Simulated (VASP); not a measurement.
A run of VASP 6.6.1:

INCAR

```
PREC = Accurate ; ENCUT = 500
EDIFF = 1E-6 ; ISMEAR = 0
SIGMA = 0.1 ; LREAL = False
LASPH = True ; NELM = 120
ALGO = Normal ; ISIF = 2
LWAVE = False ; LCHARG = True
GGA = PE ; LELF = True
LVHAR = True ; NBANDS = 28
GGA_COMPAT = False
```

KPOINTS

```
Automatic mesh
0
Gamma
  2 2 1
```

The input POSCAR:

```
PbS
1.0
    2.9838607981     -2.9828938700      0.0000000000
    2.9838607981      2.9828938700      0.0000000000
   -1.0986781904      0.0000000000     11.1678408944
Pb S
2 2
Direct
    0.2657587126      0.2620533359      0.3649056695
    0.7803957980      0.7714311859      0.6144687437
    0.7267984898      0.7095693422      0.3849970263
    0.2118335848      0.2869700220      0.6119808707
```

Potentials or basis: VASP PAW PBE potentials, release 64 (Pb_d, S).

Command:

```sh
$ cat potpaw_PBE.64/Pb_d/POTCAR potpaw_PBE.64/S/POTCAR > POTCAR
$ mpirun -np 1 vasp_std > vasp.out
```

Hardware: 1 thread of AMD EPYC 9R45 96-Core Processor (Zen 5) (shared host).

Problem. Estimate the wall time of this run.

Solution. Run time: 17 s on 1 thread of AMD EPYC 9R45 96-Core Processor (Zen 5), with other jobs on the host, peak memory 0.23 GiB. Counts: scf iterations 17, k points 4.
